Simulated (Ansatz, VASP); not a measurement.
Two plane-wave programs on ZnS

```
Zn S
1.0
     0.00000    2.67826    2.67826
     2.67826    0.00000    2.67826
     2.67826    2.67826    0.00000
Zn S
1 1
Cartesian
  0.0000 0.0000 0.0000
  4.2339 3.8009 3.8009
```

Change from the starting cell: all S atoms moved +0.375 Å, as atom 2 towards its neighbour atom 1 (Zn) at 2.319 Å.

Alike in both runs: task single point; functional PBEsol; k mesh 10 × 10 × 10; occupations gaussian, width 0.05 eV; no spin polarisation.

|  | VASP | Ansatz |
| --- | --- | --- |
| version | VASP 6.6.1 | Ansatz 0.2.0 |
| potentials or method | VASP PAW PBE potentials, release 64 (Zn, S), cutoff 520 eV | scalar-relativistic, plane waves, PAW |
| valence electrons in the cell | 18 | 18 |

Ansatz gave:

| Quantity | Value |
| --- | --- |
| gap on the k mesh at the Fermi level (eV) | 1.96 |
| least direct gap on the mesh (eV) | 1.96 |
| pressure (GPa) | 8.6 |
| traceless stress, the component that is largest in VASP (GPa) | -12.67 |
| rms of the force components (eV/Å) | 3.204 |

**Question.** What did VASP give for the same quantities?

**Answer.** gap on the k mesh at the Fermi level (eV): 1.97; least direct gap on the mesh (eV): 1.97; pressure (GPa): 8.8; traceless stress, the component that is largest in VASP (GPa): -12.76; rms of the force components (eV/Å): 3.220.

VASP's potentials were made for PBE, not for PBEsol. Atom by atom the forces differ by 0.016 eV/Å (rms over components).
